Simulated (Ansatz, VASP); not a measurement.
Os in VASP and in Ansatz

```
CELL_PARAMETERS angstrom
2.85713 0.00000 0.00000
-1.42857 2.26125 0.00000
0.00000 0.00000 4.31970
ATOMIC_POSITIONS crystal
Os 0.33333 0.66667 0.25000
Os 0.66667 0.33333 0.75000
```

Change from the starting cell: strain +0.0450 x Voigt [1, -1, 0, 0, 0, 0], atoms carried along.

Alike in both runs: task single point; functional PBE; k mesh 18 × 18 × 12; occupations gaussian, width 0.15 eV; no spin polarisation.

```csv
,VASP,Ansatz
version,VASP 6.6.1,Ansatz 0.2.0
potentials or method,"VASP PAW PBE potentials, release 64 (Os), cutoff 520 eV","scalar-relativistic, plane waves, PAW"
valence electrons in the cell,16,32
```

Ansatz gave:

- gap on the k mesh at the Fermi level (eV): none
- pressure (GPa): 12.0
- traceless stress, the component that is largest in VASP (GPa): 23.67
- rms of the force components (eV/Å): 0.170

Question: What did VASP give for the same quantities?

Answer: gap on the k mesh at the Fermi level (eV): none; pressure (GPa): 12.1; traceless stress, the component that is largest in VASP (GPa): 23.55; rms of the force components (eV/Å): 0.165.

Atom by atom the forces differ by 0.004 eV/Å (rms over components). A gap of «none» marks a metal or a gap that the smearing closes. VASP's potentials hold 16 valence electrons a cell and Ansatz's 32, so a difference there can come from the potentials and not from the codes.

Neither program's run includes spin-orbit coupling.
